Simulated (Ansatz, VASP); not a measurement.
## Two plane-wave programs on Ti

```
CELL_PARAMETERS angstrom
2.93580 0.00000 0.00000
-1.46790 2.54247 0.00000
0.00000 0.00000 4.49711
ATOMIC_POSITIONS crystal
Ti 0.33333 0.66667 0.25000
Ti 0.66667 0.33333 0.75000
```

Change from the starting cell: strain along c alone, the other axes held, atoms relaxed: -3.0 %.

Alike in both runs: task single point; functional r2SCAN; k mesh 24 × 24 × 12; occupations gaussian, width 0.1 eV; no spin polarisation.

|  | VASP | Ansatz |
| --- | --- | --- |
| version | VASP 6.6.1 | Ansatz 0.2.0 |
| potentials or method | VASP PAW PBE potentials, release 64 (Ti_sv), cutoff 520 eV | scalar-relativistic, plane waves, PAW |
| valence electrons in the cell | 24 | 24 |

Ansatz gave:

| Property | Result |
| --- | --- |
| gap on the k mesh at the Fermi level (eV) | none |
| pressure (GPa) | 3.8 |
| traceless stress, the component that is largest in VASP (GPa) | 2.60 |

**Question.** Which values does VASP return?

**Answer.** gap on the k mesh at the Fermi level (eV): none; pressure (GPa): 4.2; traceless stress, the component that is largest in VASP (GPa): 2.63.

VASP's potentials were made for PBE, not for r2SCAN. A gap of «none» marks a metal or a gap that the smearing closes.
